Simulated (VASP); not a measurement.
# AlN (Cmc2_1) in VASP: further runs

The runs below take AlN through single point, with LDA.

All numbers are computed with VASP 6.6.1; they aren't measurements. Logs are shortened: lines on timing, memory, paths and dates and some standing lists are left out, and cuts for length are marked.

**1. The cell of the first run**

Symmetry: Cmc2_1, No. 36, orthorhombic system. Conventional cell: a = 3.140 Å, b = 5.439 Å, c = 5.026 Å, α = 90.00°, β = 90.00°, γ = 90.00°. Al (site symmetry m) has 4 N at 1.91 to 1.92 Å within 2.5 Å. Within 2.5 Å of N (site symmetry m) lie 4 Al at 1.91 to 1.92 Å.

**2. Single point, LDA**

Contents of INCAR:

```
PREC = Accurate
ENCUT = 520
EDIFF = 1E-6
ISMEAR = 0
SIGMA = 0.05
LREAL = F
LASPH = T
NELM = 100
ALGO = Normal
ISIF = 2
LWAVE = F
LCHARG = F
GGA = CA
NBANDS = 16
```

Contents of KPOINTS:

```
Automatic mesh
0
Gamma
  9 9 6
```

Contents of POSCAR:

```
AlN
1.0
    3.1403243997      0.0000000000      0.0000000000
   -1.5701621999      2.7196007063      0.0000000000
    0.0000000000      0.0000000000      5.0263297624
Al N
2 2
Direct
    0.3301182952      0.6602365904      0.0015212672
    0.6698817048      0.3397634096      0.5015212672
    0.3362022155      0.6724044311      0.3834787328
    0.6637977845      0.3275955689      0.8834787328
```

Potentials or basis: VASP PAW LDA potentials, release 64 (Al, N).

Command:

```bash
$ cat potpaw_LDA.64/Al/POTCAR potpaw_LDA.64/N/POTCAR > POTCAR
$ mpirun -np 1 vasp_std > vasp.out
```

OUTCAR:

```text
PREC = Accurate
   ENCUT = 520
   EDIFF = 1E-6
   ISMEAR = 0
   LREAL = F
   LASPH = T
   NELM = 100
   ISIF = 2
   GGA = CA

 ion  position               nearest neighbor table
   1  0.330  0.660  0.002-   4 1.91   4 1.91   4 1.91   3 1.92   2 3.09   2 3.09   2 3.09   2 3.09
                             2 3.12   2 3.12
   2  0.670  0.340  0.502-   3 1.91   3 1.91   3 1.91   4 1.92   1 3.09   1 3.09   1 3.09   1 3.09
                             1 3.12   1 3.12
   3  0.336  0.672  0.383-   2 1.91   2 1.91   2 1.91   1 1.92
   4  0.664  0.328  0.883-   1 1.91   1 1.91   1 1.91   2 1.92

  LATTYP: Found a hexagonal cell.
 ALAT       =     3.1403243997
 C/A-ratio  =     1.6005766038

  Lattice vectors:

 A1 = (   3.1403243997,   0.0000000000,   0.0000000000)
 A2 = (  -1.5701621999,   2.7196007063,   0.0000000000)
 A3 = (   0.0000000000,   0.0000000000,   5.0263297624)

Analysis of symmetry for initial positions (statically):
=====================================================================
 Subroutine PRICEL returns:
 Original cell was already a primitive cell.

 Routine SETGRP: Setting up the symmetry group for a
 hexagonal supercell.

 Subroutine GETGRP returns: Found  4 space group operations
 (whereof  2 operations were pure point group operations)
 out of a pool of 24 trial point group operations.

The static configuration has the point symmetry C_1h.
 The point group associated with its full space group is C_2v.

Analysis of symmetry for dynamics (positions and initial velocities):
=====================================================================
 Subroutine PRICEL returns:
 Original cell was already a primitive cell.

 Routine SETGRP: Setting up the symmetry group for a
 hexagonal supercell.

 Subroutine GETGRP returns: Found  4 space group operations
 (whereof  2 operations were pure point group operations)
 out of a pool of 24 trial point group operations.

The dynamic configuration has the point symmetry C_1h.
 The point group associated with its full space group is C_2v.

 Subroutine INISYM returns: Found  4 space group operations
 (whereof  2 operations are pure point group operations),
 and found     1 'primitive' translations

----------------------------------------------------------------------------------------

                                     Primitive cell

  volume of cell :      42.9270

  direct lattice vectors                    reciprocal lattice vectors
     3.140324400  0.000000000  0.000000000     0.318438439  0.183850519  0.000000000
    -1.570162200  2.719600706  0.000000000     0.000000000  0.367701037  0.000000000
     0.000000000  0.000000000  5.026329762     0.000000000  0.000000000  0.198952327

  length of vectors
     3.140324400  3.140324400  5.026329762     0.367701037  0.367701037  0.198952327

  position of ions in fractional coordinates (direct lattice)
     0.330118295  0.660236590  0.001521267
     0.669881705  0.339763410  0.501521267
     0.336202216  0.672404431  0.383478733
     0.663797784  0.327595569  0.883478733

  ion indices of the primitive-cell ions
   primitive index   ion index
                 1           1
                 2           2
                 3           3
                 4           4

----------------------------------------------------------------------------------------

 KPOINTS: Automatic mesh

Automatic generation of k-mesh.
 Grid dimensions read from file:
 generate k-points for:    9    9    6

 Generating k-lattice:

  Cartesian coordinates                     Fractional coordinates (reciprocal lattice)
     0.035382049  0.020427835  0.000000000     0.111111111  0.000000000  0.000000000
     0.000000000  0.040855671  0.000000000     0.000000000  0.111111111  0.000000000
     0.000000000  0.000000000  0.033158721     0.000000000  0.000000000  0.166666667

  Length of vectors
     0.040855671  0.040855671  0.033158721

  Shift w.r.t. Gamma in fractional coordinates (k-lattice)
     0.000000000  0.000000000  0.000000000

 Subroutine IBZKPT returns following result:
 ===========================================

 Found    100 irreducible k-points:

 Following reciprocal coordinates:
            Coordinates               Weight
  0.000000  0.000000  0.000000      1.000000
  0.111111  0.000000  0.000000      4.000000
  0.000000  0.111111  0.000000      2.000000
  0.222222 -0.000000  0.000000      4.000000
  0.000000  0.222222  0.000000      2.000000
  0.333333  0.000000  0.000000      4.000000
[... 16 lines left out ...]
 -0.222222 -0.444444  0.000000      4.000000
  0.444444  0.333333  0.000000      4.000000
 [... further k-points ...]
   k-points           NKPTS =    100   k-points in BZ     NKDIM =    100   number of bands    NBANDS=     16
   number of dos      NEDOS =    301   number of ions     NIONS =      4
   total plane-waves  NPLWV =  23040
   dimension x,y,z NGX =    24 NGY =   24 NGZ =   40
   dimension x,y,z NGXF=    48 NGYF=   48 NGZF=   80
   ions per type =               2   2
   NGX,Y,Z   is equivalent  to a cutoff of  12.71, 12.71, 13.23 a.u.
   NGXF,Y,Z  is equivalent  to a cutoff of  25.41, 25.41, 26.46 a.u.
 SYSTEM =  unknown system
   PREC   = accura    normal or accurate (medium, high low for compatibility)
   ISTART =      0    job   : 0-new  1-cont  2-samecut
   ICHARG =      2    charge: 1-file 2-atom 10-const
   ISPIN  =      1    spin polarized calculation?
   LNONCOLLINEAR =      F non collinear calculations
   LSORBIT =      F    spin-orbit coupling
   LASPH  =      T    aspherical Exc in radial PAW
   ENCUT  =  520.0 eV  38.22 Ry    6.18 a.u.   5.84  5.84  9.35*2*pi/ulx,y,z
   NELM   =    100;   NELMIN=  2; NELMDL= -5     # of ELM steps
   EDIFF  = 0.1E-05   stopping-criterion for ELM
   LREAL  =      F    real-space projection
   EDIFFG = 0.1E-04   stopping-criterion for IOM
   NSW    =      0    number of steps for IOM
   IBRION =     -1    ionic relax: 0-MD 1-quasi-New 2-CG
   NFREE  =      0    steps in history (QN), initial steepest desc. (CG)
   ISIF   =      2    stress and relaxation
   ISYM   =      2    0-nonsym 1-usesym 2-fastsym
   POTIM  = 0.5000    time-step for ionic-motion
   TEBEG  =    0.0;   TEEND  =   0.0 temperature during run
   PSTRESS=    0.0 pullay stress
   NELECT =      16.0000    total number of electrons
   NUPDOWN=      -1.0000    fix difference up-down
   EMIN   =  10.00;   EMAX   =-10.00  energy-range for DOS
   EFERMI =   0.00;   METHOD = LEGACY
   ISMEAR =     0;   SIGMA  =   0.05  broadening in eV -4-tet -1-fermi 0-gaus
   EFERMI_NEDOS =   21; number of points for ismear=-14 and -15
   IALGO  =     38    algorithm
   IMIX   =      4    mixing-type and parameters
     AMIX     =   0.40;   BMIX     =  1.00
     AMIX_MAG =   1.60;   BMIX_MAG =  1.00
  volume/ion in A,a.u.               =      10.73        72.42
  Fermi-wavevector in a.u.,A,eV,Ry     =   1.178161  2.226401 18.885746  1.388063
  Thomas-Fermi vector in A             =   2.314495
   LORBIT       =      0    0 simple, 1 ext, 2 COOP (PROOUT), +10 PAW based schemes
   GGA     = CA    functional components
   LHFCALC =     F    Hartree Fock is set to
   AEXX    =    0.0000 exact exchange contribution
   IVDW    =     0    specifies the selected vdW correction
   LEPSILON=     F    determine dielectric tensor
   LRPA    =     F    only Hartree local field effects (RPA)
 non-spin polarized calculation
 Gauss-broadening in eV      SIGMA  =   0.05
  energy-cutoff  :      520.00
  volume of cell :       42.93
 maximum number of plane-waves:      1182
   NGX = 11   NGY = 11   NGZ = 19

 number of electron      16.0000001 magnetization

 Free energy of the ion-electron system (eV)
  ---------------------------------------------------
  ext. energy  EPLUGINS =         0.00000000
  ---------------------------------------------------
  free energy    TOTEN  =       -32.78237529 eV

  energy without entropy =      -32.78237529  energy(sigma->0) =      -32.78237529

 E-fermi :   5.8894     XC(G=0): -11.1270

 val. band max:        5.6370055599   @ k =   0.0000   0.0000   0.0000
 cond. band min:       9.6178244890   @ k =   0.0000   0.0000   0.0000
 fundamental gap:      3.9808189292
 Fermi energy:         5.8893755051

 k-point     1 :       0.0000    0.0000    0.0000
  band No.  band energies     occupation
      1      -9.2357      2.00000
      2      -7.0986      2.00000
      3      -0.2931      2.00000
      4       4.7623      2.00000
      5       4.7768      2.00000
      6       5.3936      2.00000
[... 8 lines left out ...]
     15      18.2230      0.00000
     16      18.3703      0.00000

 k-point     2 :       0.1111    0.0000    0.0000
  band No.  band energies     occupation
      1      -9.0809      2.00000
      2      -7.0108      2.00000
      3      -0.1100      2.00000
      4       4.0675      2.00000
      5       4.5729      2.00000
      6       4.7360      2.00000
[... 8 lines left out ...]
     15      18.1476      0.00000
     16      18.3680      0.00000

 k-point     3 :       0.0000    0.1111    0.0000
  band No.  band energies     occupation
      1      -9.0806      2.00000
      2      -7.0116      2.00000
      3      -0.1094      2.00000
      4       4.0711      2.00000
      5       4.5771      2.00000
      6       4.7578      2.00000
[... 8 lines left out ...]
     15      18.2609      0.00000
     16      18.3016      0.00000

 k-point     4 :       0.2222   -0.0000    0.0000
  band No.  band energies     occupation
      1      -8.6408      2.00000
      2      -6.7902      2.00000
      3       0.4215      2.00000
      4       2.5759      2.00000
      5       3.5008      2.00000
      6       4.1733      2.00000
[... 8 lines left out ...]
     15      17.4285      0.00000
     16      18.1647      0.00000
[... 324 lines left out ...]
 k-point    22 :       0.3333    0.2222    0.0000
  band No.  band energies     occupation
      1      -7.1252      2.00000
      2      -6.5521      2.00000
      3       0.7400      2.00000
      4       1.7246      2.00000
      5       2.3871      2.00000
      6       2.5433      2.00000
[... 8 lines left out ...]
     15      17.9769      0.00000
     16      19.5789      0.00000

 k-point    23 :      -0.2222   -0.4444    0.0000
  band No.  band energies     occupation
      1      -7.1144      2.00000
      2      -6.5669      2.00000
      3       0.7867      2.00000
      4       1.6780      2.00000
      5       2.3908      2.00000
      6       2.5689      2.00000
[... 8 lines left out ...]
     15      17.9370      0.00000
     16      19.6251      0.00000

 k-point    24 :       0.4444    0.3333    0.0000
  band No.  band energies     occupation
      1      -7.1314      2.00000
      2      -6.5436      2.00000
      3       0.7321      2.00000
      4       1.6937      2.00000
      5       2.4255      2.00000
      6       2.5316      2.00000
[... 8 lines left out ...]
     15      17.8868      0.00000
     16      19.6696      0.00000

 [... further k-points ...]
[... 5 lines left out ...]
  --------------------------------------------------------------------------------------
  -------------------------------------------------------------------------------------
  Total       -2.5097109     -2.4749413     -2.3212271      0.0000000      0.0000000      0.0000000
  in kB      -93.6706738    -92.3729576    -86.6358386      0.0000000      0.0000000      0.0000000
  external PRESSURE =     -90.8931567 kB  Pullay stress =       0.0000000 kB

 VOLUME and BASIS-vectors are now :
 -----------------------------------------------------------------------------
  energy-cutoff  :      520.00
  volume of cell :       42.93
      direct lattice vectors                 reciprocal lattice vectors
     3.140324400  0.000000000  0.000000000     0.318438439  0.183850519  0.000000000
    -1.570162200  2.719600706  0.000000000     0.000000000  0.367701037  0.000000000
     0.000000000  0.000000000  5.026329762     0.000000000  0.000000000  0.198952327

 POSITION                                       TOTAL-FORCE (eV/Angst)
 -----------------------------------------------------------------------------------
     -0.00000      1.79558      0.00765        -0.000000      0.095431      0.020848
      1.57016      0.92402      2.52081         0.000000     -0.095431      0.020848
     -0.00000      1.82867      1.92749         0.000000     -0.050918     -0.020848
      1.57016      0.89093      4.44066        -0.000000      0.050918     -0.020848
 -----------------------------------------------------------------------------------
    total drift:                               -0.000000     -0.000000      0.000488

  FREE ENERGIE OF THE ION-ELECTRON SYSTEM (eV)
  ---------------------------------------------------
  free  energy   TOTEN  =       -32.7823752928 eV

  energy  without entropy=      -32.7823752928  energy(sigma->0) =      -32.78237529
```

Run time: 34 s. Hardware: 1 thread of Intel Xeon 6975P-C, shared host; peak memory 0.18 GiB.

Results:

* Free energy: -32.7824 eV
* Pressure: -9.1 GPa
* Largest force: 0.098 eV/Å
* Band gap on the k mesh: 3.98 eV, direct

Forces in eV/Å, atoms in the order of the input:
```
Al   0.000  0.095  0.021
Al   0.000 -0.095  0.021
N    0.000 -0.051 -0.021
N    0.000  0.051 -0.021
```

A k mesh can miss the band edges.

**3. Single point, LDA**

Contents of INCAR:

```
PREC = Accurate
ENCUT = 520
EDIFF = 1E-7
ISMEAR = 0
SIGMA = 0.05
LREAL = F
LASPH = T
NELM = 80
ALGO = Normal
ISIF = 2
LWAVE = F
LCHARG = T
LELF = T
LVHAR = T
NBANDS = 16
```

Contents of KPOINTS:

```
regular mesh
0
Gamma
  9 9 6
```

Contents of POSCAR:

```
AlN
1.0
    3.1403243997      0.0000000000      0.0000000000
   -1.5701621999      2.7196007063      0.0000000000
    0.0000000000      0.0000000000      5.0263297624
Al N
2 2
Direct
    0.3429784478      0.6859568955      0.0015212672
    0.6570215522      0.3140431045      0.5015212672
    0.3247266867      0.6494533735      0.3834787328
    0.6752733133      0.3505466265      0.8834787328
```

Potentials or basis: VASP PAW LDA potentials, release 64 (Al, N).

Command:

```bash
$ cat potpaw_LDA.64/Al/POTCAR potpaw_LDA.64/N/POTCAR > POTCAR
$ mpirun -np 1 vasp_std > vasp.out
```

Run time: 35 s. Hardware: 1 thread of Intel Xeon 6975P-C, shared host; peak memory 0.18 GiB.

The run converged. Its results:

```yaml
Free_energy: -32.7623 eV
Pressure: -9.1 GPa
Largest_force: 0.304 eV/Å
Band_gap_on_the_k_mesh: 3.95 eV, direct
```

Forces on the atoms (eV/Å):
```
Al   0.000 -0.302  0.034
Al   0.000  0.302  0.034
N    0.000  0.146 -0.034
N    0.000 -0.146 -0.034
```

Stress tensor (GPa, compression positive):
```
-9.00  0.00  0.00
 0.00 -9.75  0.00
 0.00  0.00 -8.60
```

Levels at points of the mesh, in eV from the valence-band top:
```csv
k point,band 4,band 5,band 6,band 7,band 8,band 9,band 10,band 11,band 12,band 13
"(0.00, 0.00, 0.00)",-0.90,-0.86,-0.31,-0.16,0.00,3.95,6.28,10.20,10.52,10.95
"(0.00, 0.00, 0.50)",-3.30,-0.59,-0.59,-0.54,-0.54,6.14,6.14,9.89,9.89,11.04
```

**4. Single point, LDA**

Contents of INCAR:

```
PREC = Accurate ; ENCUT = 520
EDIFF = 1E-6 ; ISMEAR = 0
SIGMA = 0.05 ; LREAL = False
LASPH = True ; NELM = 60
ALGO = Normal ; ISIF = 2
LWAVE = False ; LCHARG = False
GGA = CA ; NBANDS = 16
```

Contents of KPOINTS:

```
Automatic mesh
0
Gamma
  9 9 6
```

Contents of POSCAR:

```
AlN
1.0
    3.1403243997      0.0000000000      0.0000000000
   -1.5701621999      2.7196007063      0.0000000000
    0.0000000000      0.0000000000      5.0263297624
Al N
2 2
Direct
    0.3365483715      0.6730967429      0.0015212672
    0.6634516285      0.3269032571      0.5015212672
    0.3304644511      0.6609289023      0.3834787328
    0.6695355489      0.3390710977      0.8834787328
```

Potentials or basis: VASP PAW LDA potentials, release 64 (Al, N).

Command:

```bash
$ cat potpaw_LDA.64/Al/POTCAR potpaw_LDA.64/N/POTCAR > POTCAR
$ mpirun -np 1 vasp_std > vasp.out
```

OUTCAR:

```text
PREC = Accurate
   ENCUT = 520
   EDIFF = 1E-6
   ISMEAR = 0
   LREAL = False
   LASPH = True
   NELM = 60
   ISIF = 2
   GGA = CA

 ion  position               nearest neighbor table
   1  0.337  0.673  0.002-   4 1.91   4 1.91   4 1.91   3 1.92   2 3.08   2 3.08   2 3.11   2 3.11
                             2 3.11   2 3.11
   2  0.663  0.327  0.502-   3 1.91   3 1.91   3 1.91   4 1.92   1 3.08   1 3.08   1 3.11   1 3.11
                             1 3.11   1 3.11
   3  0.330  0.661  0.383-   2 1.91   2 1.91   2 1.91   1 1.92
[... 661 lines left out ...]
  --------------------------------------------------------------------------------------
  -------------------------------------------------------------------------------------
  Total       -2.4672053     -2.5176516     -2.3211414      0.0000000      0.0000000      0.0000000
  in kB      -92.0842229    -93.9670456    -86.6326389      0.0000000      0.0000000      0.0000000
  external PRESSURE =     -90.8946358 kB  Pullay stress =       0.0000000 kB

 VOLUME and BASIS-vectors are now :
 -----------------------------------------------------------------------------
  energy-cutoff  :      520.00
  volume of cell :       42.93
      direct lattice vectors                 reciprocal lattice vectors
     3.140324400  0.000000000  0.000000000     0.318438439  0.183850519  0.000000000
    -1.570162200  2.719600706  0.000000000     0.000000000  0.367701037  0.000000000
     0.000000000  0.000000000  5.026329762     0.000000000  0.000000000  0.198952327

 POSITION                                       TOTAL-FORCE (eV/Angst)
 -----------------------------------------------------------------------------------
      0.00000      1.83055      0.00765         0.000000     -0.098084      0.020847
      1.57016      0.88905      2.52081        -0.000000      0.098084      0.020847
     -0.00000      1.79746      1.92749        -0.000000      0.049871     -0.020847
      1.57016      0.92214      4.44066         0.000000     -0.049871     -0.020847
 -----------------------------------------------------------------------------------
    total drift:                               -0.000000     -0.000000      0.000495

  FREE ENERGIE OF THE ION-ELECTRON SYSTEM (eV)
  ---------------------------------------------------
  free  energy   TOTEN  =       -32.7823553192 eV

  energy  without entropy=      -32.7823553192  energy(sigma->0) =      -32.78235532
```

stdout:

```text
POSCAR found type information on POSCAR AlN
 POSCAR found :  2 types and       4 ions
 scaLAPACK will be used
 LDA part: xc-table for (Slater(with rela. corr.)+CA(PZ))
 , standard interpolation
 POSCAR, INCAR and KPOINTS ok, starting setup
 FFT: planning ... GRIDC
 FFT: planning ... GRID_SOFT
 FFT: planning ... GRID
 WAVECAR not read
 entering main loop
```

Run time: 26 s. Hardware: 1 thread of Intel Xeon 6975P-C, shared host; peak memory 0.18 GiB.

Results:

```yaml
Free_energy: -32.7824 eV
Pressure: -9.1 GPa
Largest_force: 0.100 eV/Å
Band_gap_on_the_k_mesh: 3.98 eV, direct
```

Forces on the atoms (eV/Å):
```
Al   0.000 -0.098  0.021
Al   0.000  0.098  0.021
N    0.000  0.050 -0.021
N    0.000 -0.050 -0.021
```

Stress tensor (GPa, compression positive):
```
-9.21  0.00  0.00
 0.00 -9.40  0.00
 0.00  0.00 -8.66
```

Levels at points of the mesh, in eV from the valence-band top:
```csv
k point,band 6,band 7,band 8,band 9,band 10,band 11
"(0.00, 0.00, 0.00)",-0.24,-0.19,0.00,3.98,6.30,10.25
"(0.00, 0.00, 0.50)",-0.56,-0.54,-0.54,6.17,6.17,9.91
```

A k mesh can miss the band edges. A hybrid or GW would open this gap; LDA tends to underestimate it.

[end of part 1 of 2]
